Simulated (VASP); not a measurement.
# Ga2SeS3 (P1) in VASP: single point with PBE

Aim: the single point of Ga2SeS3 with PBE.

All numbers are computed with VASP 6.6.1; they aren't measurements. Logs are shortened: lines on timing, memory, paths and dates and some standing lists are left out, and cuts for length are marked.

### Step 1. The cell of the first run

The typed cell holds 12 atoms: a = 3.716 Å, b = 6.259 Å, c = 14.368 Å, α = 90.43°, β = 91.01°, γ = 90.00°.

### Step 2. Single point, PBE

Contents of INCAR:

```
PREC = Accurate
ENCUT = 520
EDIFF = 1E-7
ISMEAR = 0
SIGMA = 0.2
LREAL = False
LASPH = True
NELM = 60
ALGO = Normal
ISIF = 2
LWAVE = False
LCHARG = True
GGA = PE
LELF = True
LVHAR = True
NBANDS = 62
```

Contents of KPOINTS:

```
regular mesh
0
Gamma
  6 4 2
```

Contents of POSCAR:

```
Ga2SeS3
1.0
    3.7162563740     -0.0002823012     -0.0294140399
    0.0001428872      6.2594368806     -0.0204670360
   -0.1401881080     -0.0613329658     14.3676243747
Ga Se S
4 2 6
Direct
    0.9790123813      0.3334436688      0.1133686528
    0.4791619652      0.8342891780      0.1135236933
    0.9907185570      0.3363566310      0.2855761034
    0.4908126709      0.8372330553      0.2855830035
    1.0252016925     -0.0879894656      0.6307591431
    0.5251579477      0.5596239770      0.6366666119
    1.0344339345     -0.0828127102      0.7727734533
    0.5357614031      0.5850388869      0.7783066643
    0.4739443222      0.1684008825      0.0393786995
    0.9740837262      0.6685167214      0.0397749150
    0.4958329610      0.1739847334      0.3602835918
    0.9958784385      0.6739144415      0.3600054679
```

Potentials or basis: VASP PAW PBE potentials, release 64 (Ga_d, Se, S).

Launch:

```bash
$ cat potpaw_PBE.64/Ga_d/POTCAR potpaw_PBE.64/Se/POTCAR potpaw_PBE.64/S/POTCAR > POTCAR
$ mpirun -np 1 vasp_std > vasp.out
```

OUTCAR:

```text
PREC = Accurate
   ENCUT = 520
   EDIFF = 1E-7
   ISMEAR = 0
   LREAL = False
   LASPH = True
   NELM = 60
   ISIF = 2
   GGA = PE

 ion  position               nearest neighbor table
   1  0.979  0.333  0.113-  10 2.36   9 2.37   9 2.37   3 2.47
   2  0.479  0.834  0.114-   9 2.35  10 2.37  10 2.37   4 2.47
   3  0.991  0.336  0.286-  12 2.36  11 2.38  11 2.38   1 2.47
   4  0.491  0.837  0.286-  11 2.36  12 2.38  12 2.38   2 2.47
   5  0.025  0.912  0.631-   7 2.04
   6  0.525  0.560  0.637-   8 2.04
   7  0.034  0.917  0.773-   5 2.04   8 2.79   8 2.79
   8  0.536  0.585  0.778-   6 2.04   7 2.79   7 2.79
   9  0.474  0.168  0.039-   2 2.35   1 2.37   1 2.37
  10  0.974  0.669  0.040-   1 2.36   2 2.37   2 2.37
  11  0.496  0.174  0.360-   4 2.36   3 2.38   3 2.38
  12  0.996  0.674  0.360-   3 2.36   4 2.38   4 2.38

  LATTYP: Found a triclinic cell.
 ALAT       =    14.7775619197
 B/A-ratio  =     0.2514875464
 C/A-ratio  =     0.4235793683
 COS(alpha) =     0.0000272551
 COS(beta)  =     0.0073365264
 COS(gamma) =     0.2343064482

  Lattice vectors:

 A1 = (  -3.5760682660,   0.0616152670, -14.3382103348)
 A2 = (  -3.7162563740,   0.0002823012,   0.0294140399)
 A3 = (   0.0001428872,   6.2594368806,  -0.0204670360)

Analysis of symmetry for initial positions (statically):
=====================================================================
 Subroutine PRICEL returns:
 Original cell was already a primitive cell.

 Routine SETGRP: Setting up the symmetry group for a
 triclinic supercell.

 Subroutine GETGRP returns: Found  1 space group operations
 (whereof  1 operations were pure point group operations)
 out of a pool of  2 trial point group operations.

The static configuration has the point symmetry C_1 .

Analysis of symmetry for dynamics (positions and initial velocities):
=====================================================================
 Subroutine PRICEL returns:
 Original cell was already a primitive cell.

 Routine SETGRP: Setting up the symmetry group for a
 triclinic supercell.

 Subroutine GETGRP returns: Found  1 space group operations
 (whereof  1 operations were pure point group operations)
 out of a pool of  2 trial point group operations.

The dynamic configuration has the point symmetry C_1 .

 Subroutine INISYM returns: Found  1 space group operations
 (whereof  1 operations are pure point group operations),
 and found     1 'primitive' translations

----------------------------------------------------------------------------------------

                                     Primitive cell

  volume of cell :     334.1845

  direct lattice vectors                    reciprocal lattice vectors
     3.716256374 -0.000282301 -0.029414040     0.269108784  0.000002443  0.002625765
     0.000142887  6.259436881 -0.020467036     0.000017535  0.159761010  0.000682164
    -0.140188108 -0.061332966 14.367624375     0.000550956  0.000227589  0.069607276

  length of vectors
     3.716372788  6.259470344 14.368439185     0.269121594  0.159762468  0.069609829

  position of ions in fractional coordinates (direct lattice)
     0.979012381  0.333443669  0.113368653
     0.479161965  0.834289178  0.113523693
     0.990718557  0.336356631  0.285576103
     0.490812671  0.837233055  0.285583004
     0.025201692  0.912010534  0.630759143
     0.525157948  0.559623977  0.636666612
     0.034433935  0.917187290  0.772773453
     0.535761403  0.585038887  0.778306664
     0.473944322  0.168400883  0.039378699
     0.974083726  0.668516721  0.039774915
     0.495832961  0.173984733  0.360283592
     0.995878439  0.673914442  0.360005468

  ion indices of the primitive-cell ions
   primitive index   ion index
                 1           1
                 2           2
                 3           3
                 4           4
                 5           5
                 6           6
                 7           7
                 8           8
                 9           9
                10          10
                11          11
                12          12

----------------------------------------------------------------------------------------

 KPOINTS: regular mesh

Automatic generation of k-mesh.
 Grid dimensions read from file:
 generate k-points for:    6    4    2

 Generating k-lattice:

  Cartesian coordinates                     Fractional coordinates (reciprocal lattice)
     0.044851464  0.000000407  0.000437627     0.166666667  0.000000000 -0.000000000
     0.000004384  0.039940253  0.000170541     0.000000000  0.250000000  0.000000000
     0.000275478  0.000113794  0.034803638     0.000000000  0.000000000  0.500000000

  Length of vectors
     0.044853599  0.039940617  0.034804914

  Shift w.r.t. Gamma in fractional coordinates (k-lattice)
     0.000000000  0.000000000  0.000000000

 Subroutine IBZKPT returns following result:
 ===========================================

 Found     28 irreducible k-points:

 Following reciprocal coordinates:
            Coordinates               Weight
  0.000000  0.000000  0.000000      1.000000
  0.166667 -0.000000 -0.000000      2.000000
  0.333333 -0.000000  0.000000      2.000000
  0.500000  0.000000  0.000000      1.000000
 -0.000000  0.250000  0.000000      2.000000
  0.166667  0.250000 -0.000000      2.000000
[... 16 lines left out ...]
 -0.333333  0.250000  0.500000      2.000000
 -0.166667  0.250000  0.500000      2.000000
 [... further k-points ...]
   k-points           NKPTS =     28   k-points in BZ     NKDIM =     28   number of bands    NBANDS=     62
   number of dos      NEDOS =    301   number of ions     NIONS =     12
   total plane-waves  NPLWV = 145152
   dimension x,y,z NGX =    28 NGY =   48 NGZ =  108
   dimension x,y,z NGXF=    56 NGYF=   96 NGZF=  216
   ions per type =               4   2   6
   NGX,Y,Z   is equivalent  to a cutoff of  12.53, 12.75, 12.50 a.u.
   NGXF,Y,Z  is equivalent  to a cutoff of  25.05, 25.50, 24.99 a.u.
 SYSTEM =  unknown system
   PREC   = accura    normal or accurate (medium, high low for compatibility)
   ISTART =      0    job   : 0-new  1-cont  2-samecut
   ICHARG =      2    charge: 1-file 2-atom 10-const
   ISPIN  =      1    spin polarized calculation?
   LNONCOLLINEAR =      F non collinear calculations
   LSORBIT =      F    spin-orbit coupling
   LASPH  =      T    aspherical Exc in radial PAW
   ENCUT  =  520.0 eV  38.22 Ry    6.18 a.u.   6.91 11.64 26.72*2*pi/ulx,y,z
   NELM   =     60;   NELMIN=  2; NELMDL= -5     # of ELM steps
   EDIFF  = 0.1E-06   stopping-criterion for ELM
   LREAL  =      F    real-space projection
   EDIFFG = 0.1E-05   stopping-criterion for IOM
   NSW    =      0    number of steps for IOM
   IBRION =     -1    ionic relax: 0-MD 1-quasi-New 2-CG
   NFREE  =      0    steps in history (QN), initial steepest desc. (CG)
   ISIF   =      2    stress and relaxation
   ISYM   =      2    0-nonsym 1-usesym 2-fastsym
   POTIM  = 0.5000    time-step for ionic-motion
   TEBEG  =    0.0;   TEEND  =   0.0 temperature during run
   PSTRESS=    0.0 pullay stress
   NELECT =     100.0000    total number of electrons
   NUPDOWN=      -1.0000    fix difference up-down
   EMIN   =  10.00;   EMAX   =-10.00  energy-range for DOS
   EFERMI =   0.00;   METHOD = LEGACY
   ISMEAR =     0;   SIGMA  =   0.20  broadening in eV -4-tet -1-fermi 0-gaus
   EFERMI_NEDOS =   21; number of points for ismear=-14 and -15
   IALGO  =     38    algorithm
   IMIX   =      4    mixing-type and parameters
     AMIX     =   0.40;   BMIX     =  1.00
     AMIX_MAG =   1.60;   BMIX_MAG =  1.00
  volume/ion in A,a.u.               =      27.85       187.93
  Fermi-wavevector in a.u.,A,eV,Ry     =   1.094997  2.069243 16.313621  1.199017
  Thomas-Fermi vector in A             =   2.231312
   LORBIT       =      0    0 simple, 1 ext, 2 COOP (PROOUT), +10 PAW based schemes
   GGA     = PE    functional components
   LHFCALC =     F    Hartree Fock is set to
   AEXX    =    0.0000 exact exchange contribution
   IVDW    =     0    specifies the selected vdW correction
   LEPSILON=     F    determine dielectric tensor
   LRPA    =     F    only Hartree local field effects (RPA)
 non-spin polarized calculation
 Gauss-broadening in eV      SIGMA  =   0.20
  energy-cutoff  :      520.00
  volume of cell :      334.18
 maximum number of plane-waves:      9046
   NGX = 13   NGY = 23   NGZ = 53

 number of electron     100.0000005 magnetization

 Free energy of the ion-electron system (eV)
  ---------------------------------------------------
  ext. energy  EPLUGINS =         0.00000000
  ---------------------------------------------------
  free energy    TOTEN  =       -47.99601444 eV

  energy without entropy =      -47.99581278  energy(sigma->0) =      -47.99591361

 E-fermi :   2.6763     XC(G=0):  -8.1306

 val. band max:        2.2366201189   @ k =  -0.0000   0.5000   0.0000
 cond. band min:       3.0454869660   @ k =   0.0000   0.0000   0.0000
 fundamental gap:      0.8088668471
 Fermi energy:         2.6762739829

 k-point     1 :       0.0000    0.0000    0.0000
  band No.  band energies     occupation
      1     -13.4919      2.00000
      2     -13.4587      2.00000
      3     -13.4231      2.00000
      4     -13.3721      2.00000
      5     -13.3063      2.00000
      6     -13.2586      2.00000
[... 54 lines left out ...]
     61       6.1755      0.00000
     62       6.5444      0.00000

 k-point     2 :       0.1667   -0.0000   -0.0000
  band No.  band energies     occupation
      1     -13.4890      2.00000
      2     -13.4236      2.00000
      3     -13.3858      2.00000
      4     -13.3190      2.00000
      5     -13.3057      2.00000
      6     -13.2923      2.00000
[... 1419 lines left out ...]
     61       6.6727      0.00000
     62       6.7589      0.00000

 k-point    24 :      -0.1667    0.2500    0.5000
  band No.  band energies     occupation
      1     -13.4747      2.00000
      2     -13.4080      2.00000
      3     -13.3996      2.00000
      4     -13.3120      2.00000
      5     -13.3078      2.00000
      6     -13.3052      2.00000
[... 54 lines left out ...]
     61       6.5023      0.00000
     62       6.5938      0.00000

 [... further k-points ...]

------------------------ aborting loop because EDIFF is reached ----------------------------------------

  FORCE on cell =-STRESS in cart. coord.  units (eV):
  Direction    XX          YY          ZZ          XY          YZ          ZX
  --------------------------------------------------------------------------------------
  -------------------------------------------------------------------------------------
  Total       -0.0358454     -0.0827985     -0.0808017      0.0010426     -0.0023519      0.0002250
  in kB       -0.1718534     -0.3969601     -0.3873870      0.0049985     -0.0112757      0.0010788
  external PRESSURE =      -0.3187335 kB  Pullay stress =       0.0000000 kB

 VOLUME and BASIS-vectors are now :
 -----------------------------------------------------------------------------
  energy-cutoff  :      520.00
  volume of cell :      334.18
      direct lattice vectors                 reciprocal lattice vectors
     3.716256374 -0.000282301 -0.029414040     0.269108784  0.000002443  0.002625765
     0.000142887  6.259436881 -0.020467036     0.000017535  0.159761010  0.000682164
    -0.140188108 -0.061332966 14.367624375     0.000550956  0.000227589  0.069607276

 POSITION                                       TOTAL-FORCE (eV/Angst)
 -----------------------------------------------------------------------------------
      3.62242      2.07994      1.59322         0.000586      0.001812      0.009562
      1.76489      5.21508      1.59990        -0.000105      0.000939      0.008355
      3.64178      2.08761      4.06702         0.000129      0.002796     -0.008327
      1.78407      5.22295      4.07158        -0.000556      0.001200     -0.006501
      0.00536      5.66998      9.04310         0.000657     -0.009312      0.024797
      1.86245      3.46373      9.12049         0.000079      0.006380      0.022531
      0.01976      5.69367     11.08313        -0.000702      0.002459     -0.025774
      1.88200      3.61413     11.15468        -0.000456     -0.005439     -0.027319
      1.75580      1.05155      0.54839         0.000266     -0.001636     -0.011114
      3.61446      4.18182      0.52914        -0.000252      0.000886     -0.012336
      1.79216      1.06681      5.15827         0.000142     -0.000369      0.011210
      3.65057      4.19596      5.12934         0.000212      0.000285      0.014917
 -----------------------------------------------------------------------------------
    total drift:                                0.000195      0.002645     -0.000167

  FREE ENERGIE OF THE ION-ELECTRON SYSTEM (eV)
  ---------------------------------------------------
  free  energy   TOTEN  =       -47.9960144426 eV

  energy  without entropy=      -47.9958127759  energy(sigma->0) =      -47.99591361
```

Wall time 34 min (1 thread of Intel Xeon 8259CL, shared host); peak memory 0.66 GiB.

Results:

```yaml
Free_energy: -47.9960 eV
Pressure: 0.0 GPa
Largest_force: 0.028 eV/Å
Band_gap_on_the_k_mesh: 0.81 eV (least direct gap 0.84 eV)
```

Forces in eV/Å, atoms in the order of the input:
```
Ga   0.001  0.002  0.010
Ga   0.000  0.001  0.008
Ga   0.000  0.003 -0.008
Ga  -0.001  0.001 -0.007
Se   0.001 -0.009  0.025
Se   0.000  0.006  0.023
S   -0.001  0.002 -0.026
S    0.000 -0.005 -0.027
S    0.000 -0.002 -0.011
S    0.000  0.001 -0.012
S    0.000  0.000  0.011
S    0.000  0.000  0.015
```

Levels at points of the mesh, in eV from the valence-band top:
```tsv
k point	band 46	band 47	band 48	band 49	band 50	band 51	band 52	band 53	band 54	band 55
(0.00, 0.00, 0.00)	-1.33	-1.26	-0.94	-0.79	-0.03	0.81	0.99	1.10	1.96	2.13
(0.50, 0.00, 0.00)	-2.13	-1.71	-1.70	-1.43	-1.43	1.55	1.58	1.93	1.94	2.39
(0.00, 0.50, 0.00)	-1.37	-1.36	-0.86	-0.84	0.00	1.42	1.66	1.67	1.77	1.83
(0.50, 0.50, 0.00)	-2.47	-1.85	-1.84	-1.02	-1.02	1.20	1.22	1.34	1.34	2.00
(0.00, 0.00, 0.50)	-1.45	-1.22	-0.94	-0.79	-0.03	0.90	0.99	1.12	1.95	2.13
(0.50, 0.00, 0.50)	-2.13	-1.71	-1.69	-1.43	-1.43	1.56	1.57	1.93	1.94	2.41
(0.00, 0.50, 0.50)	-1.41	-1.39	-0.86	-0.83	0.00	1.41	1.60	1.68	1.81	1.82
(0.50, 0.50, 0.50)	-2.49	-1.86	-1.85	-1.02	-1.02	1.20	1.23	1.37	1.38	2.00
```

A k mesh can miss the band edges.
